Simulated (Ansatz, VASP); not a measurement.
Be in VASP and in Ansatz

File INCAR:

```
SYSTEM = Be
  PREC = Accurate
  ENCUT = 520
  EDIFF = 1E-6
  ISMEAR = 0
  SIGMA = 0.15
  LREAL = .False.
  LASPH = .True.
  NELM = 100
  ALGO = Fast
  ISIF = 2
  LWAVE = .False.
  LCHARG = .False.
  GGA = PS
  NBANDS = 9
```

File KPOINTS:

```
Automatic mesh
0
Gamma
  24 24 14
  0 0 0
```

Contents of POSCAR:

```
Be
1.0
    2.2995019849      0.0000000000      0.0000000000
   -1.1497509925      1.9914271350      0.0000000000
    0.0000000000      0.0000000000      3.6009000000
Be
2
Direct
    0.2580104669      0.5160209339      0.0833749896
    0.6666666667      0.3333333333      0.7500000000
```

Input for Ansatz:

```yaml
crystal:
  lattice:
    - [2.2995019849, 0.0, 0.0]
    - [-1.1497509925, 1.991427135, 0.0]
    - [0.0, 0.0, 3.6009]
  atoms:
    - { symbol: Be, position: [0.2580104669, 0.5160209339, 0.0833749896] }
    - { symbol: Be, position: [0.6666666667, 0.3333333333, 0.75] }
basis:
  ecutwfc: 420
kpoints:
  mp_grid: { grid: [24, 24, 14] }
hamiltonian:
  xc: pbesol
scf:
  occupations: { method: gaussian, width: 0.15 }
output:
  forces: true
  stress: true
  eigenvalues: true
```

Alike in both runs: task single point; functional PBEsol; k mesh 24 × 24 × 14; occupations gaussian, width 0.15 eV; no spin polarisation.

|  | VASP | Ansatz |
| --- | --- | --- |
| version | VASP 6.6.1 | Ansatz 0.2.0 |
| potentials or method | VASP PAW PBE potentials, release 64 (Be), cutoff 520 eV | scalar-relativistic, plane waves, PAW |
| valence electrons in the cell | 4 | 4 |

```csv
,VASP,Ansatz,Ansatz less VASP
gap on the k mesh at the Fermi level (eV),none,none,-
pressure (GPa),26.8,26.2,-0.60
"traceless stress, the component that is largest in VASP (GPa)",-34.18,-34.00,+0.174
rms of the force components (eV/Å),3.831,3.793,-0.0379
```

VASP's potentials were made for PBE, not for PBEsol. Atom by atom the forces differ by 0.038 eV/Å (rms over components). A gap of «none» marks a metal or a gap that the smearing closes.
